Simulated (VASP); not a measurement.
A run of VASP 6.6.1:

POSCAR

```
BaB6
1.0
    4.2967810000      0.0000000000      0.0000000000
    0.0000000000      4.2967810000      0.0000000000
    0.0000000000      0.0000000000      4.2967810000
Ba B
1 6
Direct
    0.0000000000      0.0000000000      0.0000000000
    0.2070000000      0.5000000000      0.5000000000
    0.5000000000      0.2070000000      0.5000000000
    0.7930000000      0.5000000000      0.5000000000
    0.5000000000      0.7930000000      0.5000000000
    0.5000000000      0.5000000000      0.2070000000
    0.5000000000      0.5000000000      0.7930000000
```

The input INCAR.step1:

```
SYSTEM = BaB6
ALGO = Normal
EDIFF = 1E-4
ENCUT = 520
GGA = PE
ISMEAR = -1
LASPH = .TRUE.
LCHARG = .FALSE.
LREAL = .FALSE.
LWAVE = .TRUE.
NBANDS = 23
NELM = 100
PREC = Accurate
SIGMA = 0.0259
```

INCAR.step2

```
SYSTEM = BaB6
ALGO = Normal
EDIFF = 1E-6
ENCUT = 520
ISIF = 2
ISMEAR = -1
ISTART = 1
LASPH = .TRUE.
LCHARG = .FALSE.
LMIXTAU = .TRUE.
LREAL = .FALSE.
LWAVE = .FALSE.
METAGGA = R2SCAN
NBANDS = 23
NELM = 100
PREC = Accurate
SIGMA = 0.0259
```

Contents of KPOINTS:

```
k-points
0
G
  6 6 6
  0 0 0
```

Potentials or basis: VASP PAW PBE potentials, release 64 (Ba_sv, B).

Launch:

```sh
$ cat potpaw_PBE.64/Ba_sv/POTCAR potpaw_PBE.64/B/POTCAR > POTCAR
$ cp INCAR.step1 INCAR
$ mpirun -np 1 vasp_std > vasp.out
$ cp INCAR.step2 INCAR
$ mpirun -np 1 vasp_std > vasp.out
```

Hardware: 1 thread of AMD EPYC 7R13 Processor (Zen 3), on a shared host.

Estimate the wall time of this run.

Wall time 78 s on 1 thread of AMD EPYC 7R13 Processor (Zen 3), on a shared host, peak memory 0.17 GiB. Counts: k points 20.
